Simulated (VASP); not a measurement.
Runs of VASP 6.6.1 on SrO. The structure is that of space group Fm-3m (No. 225), or close to it. The cells are those of the table. 

```tsv
level	cell	k mesh	smearing	grid for exact exchange (PRECFOCK)	share of exact exchange	screening parameter	gap on the mesh (eV)	pressure (GPa)
r2SCAN	a = 3.630, b = 3.630, c = 3.649 Å, angles 59.8, 59.8, 60.3°, 2 atoms	8 × 8 × 8	gaussian 0.01 eV	-	-	-	(a)	1.5
HSE06	a = 3.576 Å, angles 60.0°, 2 atoms	6 × 6 × 6	gaussian 0.01 eV	Normal	0.25	0.2079 1/Å	4.72	6.7
PBE	a = 3.644, b = 3.644, c = 3.630 Å, angles 60.1, 60.1, 59.8°, 2 atoms	8 × 8 × 8	fermi-dirac 0.02 eV	-	-	-	3.25	3.1
r2SCAN	a = 3.644, b = 3.644, c = 3.630 Å, angles 60.1, 60.1, 59.8°, 2 atoms	8 × 8 × 8	gaussian 0.01 eV	-	-	-	3.73	(b)
PBE	a = 3.630, b = 3.630, c = 3.649 Å, angles 59.8, 59.8, 60.3°, 2 atoms	8 × 8 × 8	fermi-dirac 0.02 eV	-	-	-	3.22	3.4
```

Alike in all rows: task single point; potentials or basis VASP PAW PBE potentials, release 64 (Sr_sv, O); no spin polarisation; cutoff (eV) 520.

Estimate the missing entries.

(a) 3.69; (b) 1.3.

Caveats: the PAW data sets were made with another functional, which shifts forces and pressure a little (at least some runs); the cell stands under pressure (at least some runs).

A k mesh can miss the band edges, and the runs leave out spin-orbit coupling on Sr.
